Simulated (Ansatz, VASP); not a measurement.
One calculation of TiSi2, two programs

```
Ti Si
1.0
     0.00000    4.13518    4.27960
     2.40387    0.00000    4.27960
     2.40387    4.13518    0.00000
Ti Si
2 4
Direct
  0.75000 0.75000 0.75000
  0.50000 0.50000 0.50000
  0.08682 0.41318 0.08682
  0.41318 0.08682 0.41318
  0.16318 0.83682 0.16318
  0.83682 0.16318 0.83682
```

Alike in both runs: functional PBE; k mesh 10 × 10 × 10; occupations gaussian, width 0.1 eV; no spin polarisation.

Ansatz relaxed the structure, and its values are those at the end. VASP's run is a single point on that final structure, the one shown.

|  | VASP | Ansatz |
| --- | --- | --- |
| version | VASP 6.6.1 | Ansatz 0.2.0 |
| potentials or method | VASP PAW PBE potentials, release 64 (Ti_sv, Si), cutoff 520 eV | scalar-relativistic, plane waves, PAW |
| valence electrons in the cell | 40 | 40 |

```tsv
	VASP	Ansatz	Ansatz less VASP
gap on the k mesh at the Fermi level (eV)	none	none	-
pressure (GPa)	0.0	0.0	+0.04
```

A gap of «none» marks a metal or a gap that the smearing closes. With one functional, cell and mesh, what is left measures potentials, basis and numerics.
